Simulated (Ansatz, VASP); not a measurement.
One calculation of MnHg, two programs

The input INCAR:

```
ALGO     = Normal         # electronic algorithm
EDIFF    = 1E-7           # SCF threshold, eV
ENCUT    = 520            # plane-wave cutoff, eV
GGA      = PE             # functional
ISIF     = 2              # what is computed and relaxed
ISMEAR   = -1             # smearing method
LASPH    = True           # aspherical terms in the spheres
LCHARG   = False          # write CHGCAR
LREAL    = False          # projectors in reciprocal space
LWAVE    = False          # write WAVECAR
NBANDS   = 33             # bands
NELM     = 60             # most SCF steps
PREC     = Accurate       # precision mode
SIGMA    = 0.05           # smearing width, eV
```

File KPOINTS:

```
k-points
0
Gamma
  11 11 6
```

POSCAR

```
MnHg
1.0
    3.2880000000      0.0000000000      0.0000000000
    0.0000000000      3.2880000000      0.0000000000
    0.0000000000      0.0000000000      6.6260000000
Mn Hg
2 2
Direct
    0.5000000000      0.5000000000      0.2500000000
    0.5000000000      0.5000000000      0.7500000000
    0.0000000000      0.0000000000      0.0000000000
    0.0000000000      0.0000000000      0.5000000000
```

Input for Ansatz:

```yaml
crystal:
  lattice:
    - [3.288, 0.0, 0.0]
    - [0.0, 3.288, 0.0]
    - [0.0, 0.0, 6.626]
  atoms:
    - { symbol: Mn, position: [0.5, 0.5, 0.25] }
    - { symbol: Mn, position: [0.5, 0.5, 0.75] }
    - { symbol: Hg, position: [0.0, 0.0, 0.0] }
    - { symbol: Hg, position: [0.0, 0.0, 0.5] }
kpoints:
  mp_grid: { grid: [11, 11, 6] }
scf:
  occupations: { method: fermi_dirac, width: 0.05 }
  lower_state_search: "off"
hamiltonian:
  xc: pbe
  pseudopotentials: { kind: paw }
output:
  forces: true
  stress: true
  eigenvalues: true
  write_density: true
  write_potential: true
  elf: true
  volumetric_format: npy
```

Alike in both runs: task single point; functional PBE; k mesh 11 × 11 × 6; occupations fermi-dirac, width 0.05 eV; no spin polarisation.

|  | VASP | Ansatz |
| --- | --- | --- |
| version | VASP 6.6.1 | Ansatz 0.2.0 |
| potentials or method | VASP PAW PBE potentials, release 64 (Mn_pv, Hg) | PAW with Ansatz's default frozen-core files, scalar-relativistic |
| plane-wave cutoff (eV) | 520 | 420 |
| valence electrons in the cell | 50 | 70 |

|  | VASP | Ansatz | Ansatz less VASP |
| --- | --- | --- | --- |
| pressure (GPa) | -13.3 | -14.0 | -0.68 |
| traceless stress, the component that is largest in VASP (GPa) | -0.05 | -0.06 | -0.009 |

VASP's potentials hold 50 valence electrons a cell and Ansatz's 70, so a difference there can come from the potentials and not from the codes.

Neither program's run includes spin-orbit coupling.
